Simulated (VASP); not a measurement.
# Si (P6/mmm) in VASP: further runs

Si is run at these levels: LDA; tasks: single point.

Everything below comes from runs of VASP 6.6.1. Logs are shortened: lines on timing, memory, paths and dates and some standing lists are left out, and cuts for length are marked.

## Step 1: The cell of the first run

The structure is hexagonal, space group P6/mmm (No. 191). The conventional cell has a = 2.686 Å, b = 2.686 Å, c = 2.343 Å, α = 90.00°, β = 90.00°, γ = 120.00°. Within 3.1 Å of Si (site symmetry 6/mmm) lie 8 Si at 2.34 to 2.69 Å.

This isn't the form of Si at room conditions, which is diamond.

## Step 2: Single point, LDA (strain +0.025 along x and y, -0.050 along z)

File INCAR:

```
SYSTEM = Si
ALGO = Normal ; EDIFF = 1E-7
ENCUT = 520 ; GGA = CA
ISIF = 2 ; ISMEAR = 0
LASPH = .True. ; LCHARG = .False.
LREAL = .False. ; LWAVE = .False.
NBANDS = 8 ; NELM = 80
PREC = Accurate ; SIGMA = 0.15
```

File KPOINTS:

```
k-points
0
Gamma
  24 24 20
  0 0 0
```

File POSCAR:

```
Si
1.0
    2.6860563853      0.0000000000      0.0000000000
   -1.3430281927      2.3261930656      0.0000000000
    0.0000000000      0.0000000000      2.3430366705
Si
1
Direct
    0.0000000000      0.0000000000      0.0000000000
```

Potentials or basis: VASP PAW LDA potentials, release 64 (Si).

On the command line:

```sh
> cat potpaw_LDA.64/Si/POTCAR > POTCAR
> mpirun -np 1 vasp_std > vasp.out
```

OUTCAR:

```text
SYSTEM = Si
   EDIFF = 1E-7
   ENCUT = 520
   GGA = CA
   ISIF = 2
   ISMEAR = 0
   LASPH = .True.
   LREAL = .False.
   NELM = 80
   PREC = Accurate

 ion  position               nearest neighbor table
   1  0.000  0.000  0.000-

  LATTYP: Found a hexagonal cell.
 ALAT       =     2.6860563853
 C/A-ratio  =     0.8722961600

  Lattice vectors:

 A1 = (   2.6860563853,   0.0000000000,   0.0000000000)
 A2 = (  -1.3430281927,   2.3261930656,   0.0000000000)
 A3 = (   0.0000000000,   0.0000000000,   2.3430366705)

Analysis of symmetry for initial positions (statically):
=====================================================================
 Subroutine PRICEL returns:
 Original cell was already a primitive cell.

 Routine SETGRP: Setting up the symmetry group for a
 hexagonal supercell.

 Subroutine GETGRP returns: Found 24 space group operations
 (whereof 24 operations were pure point group operations)
 out of a pool of 24 trial point group operations.

The static configuration has the point symmetry D_6h.

Analysis of symmetry for dynamics (positions and initial velocities):
=====================================================================
 Subroutine PRICEL returns:
 Original cell was already a primitive cell.

 Routine SETGRP: Setting up the symmetry group for a
 hexagonal supercell.

 Subroutine GETGRP returns: Found 24 space group operations
 (whereof 24 operations were pure point group operations)
 out of a pool of 24 trial point group operations.

The dynamic configuration has the point symmetry D_6h.

 Subroutine INISYM returns: Found 24 space group operations
 (whereof 24 operations are pure point group operations),
 and found     1 'primitive' translations

----------------------------------------------------------------------------------------

                                     Primitive cell

  volume of cell :      14.6400

  direct lattice vectors                    reciprocal lattice vectors
     2.686056385  0.000000000  0.000000000     0.372293004  0.214943466  0.000000000
    -1.343028193  2.326193066  0.000000000     0.000000000  0.429886932  0.000000000
     0.000000000  0.000000000  2.343036671     0.000000000  0.000000000  0.426796564

  length of vectors
     2.686056385  2.686056385  2.343036671     0.429886932  0.429886932  0.426796564

  position of ions in fractional coordinates (direct lattice)
     0.000000000  0.000000000  0.000000000

  ion indices of the primitive-cell ions
   primitive index   ion index
                 1           1

----------------------------------------------------------------------------------------

 KPOINTS: k-points

Automatic generation of k-mesh.
 Grid dimensions read from file:
 generate k-points for:   24   24   20

 Generating k-lattice:

  Cartesian coordinates                     Fractional coordinates (reciprocal lattice)
     0.015512208  0.008955978  0.000000000     0.041666667  0.000000000  0.000000000
     0.000000000  0.017911955  0.000000000     0.000000000  0.041666667  0.000000000
     0.000000000  0.000000000  0.021339828     0.000000000  0.000000000  0.050000000

  Length of vectors
     0.017911955  0.017911955  0.021339828

  Shift w.r.t. Gamma in fractional coordinates (k-lattice)
     0.000000000  0.000000000  0.000000000

 Subroutine IBZKPT returns following result:
 ===========================================

 Found    671 irreducible k-points:

 Following reciprocal coordinates:
            Coordinates               Weight
  0.000000  0.000000  0.000000      1.000000
  0.041667  0.000000  0.000000      6.000000
  0.083333  0.000000  0.000000      6.000000
  0.125000  0.000000  0.000000      6.000000
  0.166667  0.000000  0.000000      6.000000
  0.208333  0.000000  0.000000      6.000000
[... 16 lines left out ...]
  0.416667  0.041667  0.000000     12.000000
  0.458333  0.041667  0.000000     12.000000
 [... further k-points ...]
   k-points           NKPTS =    671   k-points in BZ     NKDIM =    671   number of bands    NBANDS=      8
   number of dos      NEDOS =    301   number of ions     NIONS =      1
   total plane-waves  NPLWV =   7200
   dimension x,y,z NGX =    20 NGY =   20 NGZ =   18
   dimension x,y,z NGXF=    40 NGYF=   40 NGZF=   36
   ions per type =               1
   NGX,Y,Z   is equivalent  to a cutoff of  12.38, 12.38, 12.77 a.u.
   NGXF,Y,Z  is equivalent  to a cutoff of  24.76, 24.76, 25.54 a.u.
 SYSTEM =  Si
   PREC   = accura    normal or accurate (medium, high low for compatibility)
   ISTART =      0    job   : 0-new  1-cont  2-samecut
   ICHARG =      2    charge: 1-file 2-atom 10-const
   ISPIN  =      1    spin polarized calculation?
   LNONCOLLINEAR =      F non collinear calculations
   LSORBIT =      F    spin-orbit coupling
   LASPH  =      T    aspherical Exc in radial PAW
   ENCUT  =  520.0 eV  38.22 Ry    6.18 a.u.   4.99  4.99  4.36*2*pi/ulx,y,z
   NELM   =     80;   NELMIN=  2; NELMDL= -5     # of ELM steps
   EDIFF  = 0.1E-06   stopping-criterion for ELM
   LREAL  =      F    real-space projection
   EDIFFG = 0.1E-05   stopping-criterion for IOM
   NSW    =      0    number of steps for IOM
   IBRION =     -1    ionic relax: 0-MD 1-quasi-New 2-CG
   NFREE  =      0    steps in history (QN), initial steepest desc. (CG)
   ISIF   =      2    stress and relaxation
   ISYM   =      2    0-nonsym 1-usesym 2-fastsym
   POTIM  = 0.5000    time-step for ionic-motion
   TEBEG  =    0.0;   TEEND  =   0.0 temperature during run
   PSTRESS=    0.0 pullay stress
   NELECT =       4.0000    total number of electrons
   NUPDOWN=      -1.0000    fix difference up-down
   EMIN   =  10.00;   EMAX   =-10.00  energy-range for DOS
   EFERMI =   0.00;   METHOD = LEGACY
   ISMEAR =     0;   SIGMA  =   0.15  broadening in eV -4-tet -1-fermi 0-gaus
   EFERMI_NEDOS =   21; number of points for ismear=-14 and -15
   IALGO  =     38    algorithm
   IMIX   =      4    mixing-type and parameters
     AMIX     =   0.40;   BMIX     =  1.00
     AMIX_MAG =   1.60;   BMIX_MAG =  1.00
  volume/ion in A,a.u.               =      14.64        98.80
  Fermi-wavevector in a.u.,A,eV,Ry     =   1.062302  2.007460 15.353990  1.128486
  Thomas-Fermi vector in A             =   2.197748
   LORBIT       =      0    0 simple, 1 ext, 2 COOP (PROOUT), +10 PAW based schemes
   GGA     = CA    functional components
   LHFCALC =     F    Hartree Fock is set to
   AEXX    =    0.0000 exact exchange contribution
   IVDW    =     0    specifies the selected vdW correction
   LEPSILON=     F    determine dielectric tensor
   LRPA    =     F    only Hartree local field effects (RPA)
 non-spin polarized calculation
 Gauss-broadening in eV      SIGMA  =   0.15
  energy-cutoff  :      520.00
  volume of cell :       14.64
 maximum number of plane-waves:       414
 NGX is ok and might be reduce to    20
   NGX =  9   NGY =  9   NGZ =  9

 number of electron       4.0000000 magnetization

 Free energy of the ion-electron system (eV)
  ---------------------------------------------------
  ext. energy  EPLUGINS =         0.00000000
  ---------------------------------------------------
  free energy    TOTEN  =        -5.70009961 eV

  energy without entropy =       -5.69669301  energy(sigma->0) =       -5.69839631

 E-fermi :   9.7023     XC(G=0): -11.1536

 val. band max:        9.6914137002   @ k =   0.0417   0.0000   0.2500
 cond. band min:       9.7034048079   @ k =   0.3750   0.2083   0.4500
 fundamental gap:      0.0119911077
 Fermi energy:         9.7022661300

 k-point     1 :       0.0000    0.0000    0.0000
  band No.  band energies     occupation
      1      -4.4209      2.00000
      2      17.7382      0.00000
      3      18.4932      0.00000
      4      18.4932      0.00000
      5      20.1062      0.00000
      6      21.1411      0.00000
      7      21.1411      0.00000
      8      26.4902      0.00000

 k-point     2 :       0.0417    0.0000    0.0000
  band No.  band energies     occupation
      1      -4.3749      2.00000
      2      17.0539      0.00000
      3      18.2104      0.00000
      4      18.7779      0.00000
      5      20.1436      0.00000
      6      21.0932      0.00000
      7      21.5046      0.00000
      8      26.9944      0.00000

 k-point     3 :       0.0833    0.0000    0.0000
  band No.  band energies     occupation
      1      -4.2369      2.00000
      2      15.8421      0.00000
      3      17.6139      0.00000
      4      18.7834      0.00000
      5      20.2559      0.00000
      6      21.2004      0.00000
      7      22.3427      0.00000
      8      28.2464      0.00000

 k-point     4 :       0.1250    0.0000    0.0000
  band No.  band energies     occupation
      1      -4.0072      2.00000
      2      14.4352      0.00000
      3      16.9579      0.00000
      4      18.4161      0.00000
      5      20.4425      0.00000
      6      21.5854      0.00000
      7      23.4000      0.00000
      8      29.6353      0.00000

 k-point     5 :       0.1667    0.0000    0.0000
  band No.  band energies     occupation
      1      -3.6862      2.00000
      2      12.9422      0.00000
      3      16.3294      0.00000
      4      17.9227      0.00000
      5      20.7029      0.00000
      6      22.1073      0.00000
      7      24.5872      0.00000
      8      30.5014      0.00000

 k-point     6 :       0.2083    0.0000    0.0000
  band No.  band energies     occupation
      1      -3.2748      2.00000
      2      11.4294      0.00000
      3      15.7575      0.00000
      4      17.4239      0.00000
      5      21.0358      0.00000
      6      22.6931      0.00000
      7      25.8712      0.00000
      8      31.2679      0.00000

 k-point     7 :       0.2500    0.0000    0.0000
  band No.  band energies     occupation
      1      -2.7739      2.00000
      2       9.9363      0.02735
      3      15.2539      0.00000
      4      16.9628      0.00000
      5      21.4393      0.00000
      6      23.3253      0.00000
      7      27.2337      0.00000
      8      31.9804      0.00000

 k-point     8 :       0.2917    0.0000    0.0000
  band No.  band energies     occupation
      1      -2.1849      2.00000
      2       8.4868      2.00000
      3      14.8237      0.00000
      4      16.5571      0.00000
      5      21.9100      0.00000
      6      23.9996      0.00000
      7      28.6579      0.00000
      8      30.9479      0.00000

 k-point     9 :       0.3333    0.0000    0.0000
  band No.  band energies     occupation
      1      -1.5104      2.00000
      2       7.0966      2.00000
      3      14.4698      0.00000
      4      16.2163      0.00000
      5      22.4418      0.00000
      6      24.7096      0.00000
      7      29.8882      0.00000
      8      30.1202      0.00000

 k-point    10 :       0.3750   -0.0000    0.0000
  band No.  band energies     occupation
      1      -0.7545      2.00000
      2       5.7780      2.00000
      3      14.1935      0.00000
      4      15.9464      0.00000
      5      23.0221      0.00000
      6      25.4376      0.00000
      7      28.8835      0.00000
      8      31.5779      0.00000
[... 78 lines left out ...]
 k-point    18 :       0.2083    0.0417    0.0000
  band No.  band energies     occupation
      1      -3.0013      2.00000
      2      10.6985      0.00000
      3      14.7415      0.00000
      4      17.9577      0.00000
      5      21.2564      0.00000
      6      22.9308      0.00000
      7      26.4283      0.00000
      8      31.8578      0.00000

 k-point    19 :       0.2500    0.0417    0.0000
  band No.  band energies     occupation
      1      -2.4562      2.00000
      2       9.2306      1.99999
      3      14.2518      0.00000
      4      17.5537      0.00000
      5      21.6937      0.00000
      6      23.6145      0.00000
      7      27.7667      0.00000
      8      31.4913      0.00000

 k-point    20 :       0.2917    0.0417    0.0000
  band No.  band energies     occupation
      1      -1.8243      2.00000
      2       7.8121      2.00000
      3      13.8442      0.00000
      4      17.2009      0.00000
      5      22.1955      0.00000
      6      24.3285      0.00000
      7      29.1660      0.00000
      8      30.4247      0.00000

 k-point    21 :       0.3333    0.0417    0.0000
  band No.  band energies     occupation
      1      -1.1085      2.00000
      2       6.4579      2.00000
      3      13.5181      0.00000
      4      16.9101      0.00000
      5      22.7531      0.00000
      6      25.0645      0.00000
      7      29.3955      0.00000
      8      30.5803      0.00000

 k-point    22 :       0.3750    0.0417    0.0000
  band No.  band energies     occupation
      1      -0.3154      2.00000
      2       5.1814      2.00000
      3      13.2732      0.00000
      4      16.6876      0.00000
      5      23.3473      0.00000
      6      25.7963      0.00000
      7      28.4369      0.00000
      8      31.7268      0.00000

 k-point    23 :       0.4167    0.0417    0.0000
  band No.  band energies     occupation
      1       0.5354      2.00000
      2       4.0065      2.00000
      3      13.1099      0.00000
      4      16.5374      0.00000
      5      23.9293      0.00000
      6      26.4563      0.00000
      7      27.6071      0.00000
      8      31.3546      0.00000

 k-point    24 :       0.4583    0.0417    0.0000
  band No.  band energies     occupation
      1       1.3347      2.00000
      2       3.0446      2.00000
      3      13.0282      0.00000
      4      16.4618      0.00000
      5      24.3573      0.00000
      6      26.8917      0.00000
      7      27.0539      0.00000
      8      30.9169      0.00000

 [... further k-points ...]

------------------------ aborting loop because EDIFF is reached ----------------------------------------

  FORCE on cell =-STRESS in cart. coord.  units (eV):
  Direction    XX          YY          ZZ          XY          YZ          ZX
  --------------------------------------------------------------------------------------
  -------------------------------------------------------------------------------------
  Total       -0.4108280     -0.4108280      1.2314739      0.0000000     -0.0000000      0.0000000
  in kB      -44.9604462    -44.9604462    134.7708094      0.0000000     -0.0000000      0.0000000
  external PRESSURE =      14.9499724 kB  Pullay stress =       0.0000000 kB

 VOLUME and BASIS-vectors are now :
 -----------------------------------------------------------------------------
  energy-cutoff  :      520.00
  volume of cell :       14.64
      direct lattice vectors                 reciprocal lattice vectors
     2.686056385  0.000000000  0.000000000     0.372293004  0.214943466  0.000000000
    -1.343028193  2.326193066  0.000000000     0.000000000  0.429886932  0.000000000
     0.000000000  0.000000000  2.343036671     0.000000000  0.000000000  0.426796564

 POSITION                                       TOTAL-FORCE (eV/Angst)
 -----------------------------------------------------------------------------------
      0.00000      0.00000      0.00000         0.000000      0.000000      0.000000
 -----------------------------------------------------------------------------------
    total drift:                                0.000000      0.000000      0.000000

  FREE ENERGIE OF THE ION-ELECTRON SYSTEM (eV)
  ---------------------------------------------------
  free  energy   TOTEN  =        -5.7000996092 eV

  energy  without entropy=       -5.6966930145  energy(sigma->0) =       -5.69839631
```

Wall time 68 s (1 thread of Intel Xeon 8259CL, shared host); peak memory 0.17 GiB.

What came out:

```yaml
Free_energy: -5.7001 eV
Pressure: 1.5 GPa
Band_gap_on_the_k_mesh: zero (bands 2 and 3 overlap by 12.80 eV)
```

Caveat: the cell differs from its parent crystal (strain +0.025 along x and y, -0.050 along z).

## Step 3: Single point, LDA (strain +0.000 along x and y, +0.025 along z)

File INCAR:

```
ALGO = Normal
EDIFF = 1E-7
ENCUT = 520
GGA = CA
ISIF = 2
ISMEAR = 0
LASPH = T
LCHARG = F
LREAL = F
LWAVE = F
NBANDS = 8
NELM = 60
PREC = Accurate
SIGMA = 0.15
```

File KPOINTS:

```
k-points
0
Gamma
  24 24 20
```

File POSCAR:

```
Si
1.0
    2.6205428149      0.0000000000      0.0000000000
   -1.3102714075      2.2694566494      0.0000000000
    0.0000000000      0.0000000000      2.5280132497
Si
1
Direct
    0.0000000000      0.0000000000      0.0000000000
```

Potentials or basis: VASP PAW LDA potentials, release 64 (Si).

On the command line:

```sh
> cat potpaw_LDA.64/Si/POTCAR > POTCAR
> mpirun -np 1 vasp_std > vasp.out
```

Wall time 67 s (1 thread of Intel Xeon 8259CL, shared host); peak memory 0.17 GiB.

The run converged. Its results:

| Quantity | Value |
| --- | --- |
| Free energy | -5.7284 eV |
| Pressure | -3.5 GPa |
| Band gap on the k mesh | zero (bands 2 and 3 overlap by 11.45 eV) |

Stress tensor (GPa, compression positive):
```
-1.23  0.00  0.00
 0.00 -1.23  0.00
 0.00  0.00 -8.01
```

Levels at points of the mesh, in eV from the Fermi level:
| k point | band 1 | band 2 | band 3 | band 4 | band 5 | band 6 | band 7 |
| --- | --- | --- | --- | --- | --- | --- | --- |
| (0.00, 0.00, 0.00) | -13.90 | 7.02 | 7.24 | 10.41 | 10.41 | 12.40 | 12.40 |
| (0.50, 0.00, 0.00) | -7.39 | -6.61 | 5.27 | 6.70 | 11.81 | 14.34 | 16.43 |
| (0.00, 0.00, 0.50) | -9.44 | -7.05 | 13.56 | 13.56 | 14.83 | 14.83 | 16.72 |
| (0.50, 0.00, 0.50) | -3.11 | -2.19 | -1.91 | 1.59 | 8.52 | 12.07 | 12.61 |

Caveat: the cell differs from its parent crystal (strain +0.000 along x and y, +0.025 along z); the cell stands under tension.

[end of part 1 of 2]
